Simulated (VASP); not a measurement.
Wanted: the native input for a VASP 6.6.1 run.

```yaml
Task: single point
Functional: r2SCAN
Potentials_or_basis: VASP PAW PBE potentials, release 64 (Al)
Cutoff: 520 eV
k_mesh: 10 × 10 × 10
Occupations: fermi-dirac, width 0.1 eV
Spin: no spin polarisation
Dipole_correction: no
Further_INCAR_settings: ALGO = Normal; EDIFF = 1e-07; NBANDS = 10
```

Al:

```xyz
2
Lattice="0.0000 3.0534 3.0534 3.0534 0.0000 3.0534 3.0534 3.0534 0.0000" Properties=species:S:1:pos:R:3 pbc="T T T"
Al    0.7633    0.7633    0.7633
Al    5.3434    5.3434    5.3434
```

This cell differs from its parent crystal: volume scaled by 1.04.

These files were run (other wordings do the same):

POSCAR

```
Al
1.0
    0.0000000000      3.0533944879      3.0533944879
    3.0533944879      0.0000000000      3.0533944879
    3.0533944879      3.0533944879      0.0000000000
Al
2
Direct
    0.1250000000      0.1250000000      0.1250000000
    0.8750000000      0.8750000000      0.8750000000
```

INCAR.step1

```
SYSTEM = Al
PREC = Accurate
ENCUT = 520
ISMEAR = -1
SIGMA = 0.1
LREAL = .FALSE.
LASPH = .TRUE.
NELM = 60
NBANDS = 10
GGA = PE
ALGO = Normal
EDIFF = 1E-4
LWAVE = .TRUE.
LCHARG = .FALSE.
```

INCAR.step2

```
SYSTEM = Al
PREC = Accurate
ENCUT = 520
EDIFF = 1E-7
ISMEAR = -1
SIGMA = 0.1
LREAL = .FALSE.
LASPH = .TRUE.
NELM = 60
ALGO = Normal
ISIF = 2
LWAVE = .FALSE.
LCHARG = .TRUE.
METAGGA = R2SCAN
LMIXTAU = .TRUE.
LELF = .TRUE.
LVHAR = .TRUE.
NBANDS = 10
ISTART = 1
```

KPOINTS

```
Automatic mesh
0
G
  10 10 10
  0 0 0
```

Potentials or basis: VASP PAW PBE potentials, release 64 (Al).

Command:

```sh
$ cat potpaw_PBE.64/Al/POTCAR > POTCAR
$ cp INCAR.step1 INCAR
$ mpirun -np 1 vasp_std > vasp.out
$ cp INCAR.step2 INCAR
$ mpirun -np 1 vasp_std > vasp.out
```

Results of the run:

| Property | Result |
| --- | --- |
| Pressure | -1.6 GPa |
| Band gap on the k mesh | zero (band 3 reaches 4.70 eV, above the bottom of band 4 at 1.21 eV) |

Caveat: the PAW data sets were made with another functional, which shifts forces and pressure a little.

Run time: 56 s on 1 thread of AMD EPYC 9R45 96-Core Processor (Zen 5) (shared host), peak memory 0.15 GiB.
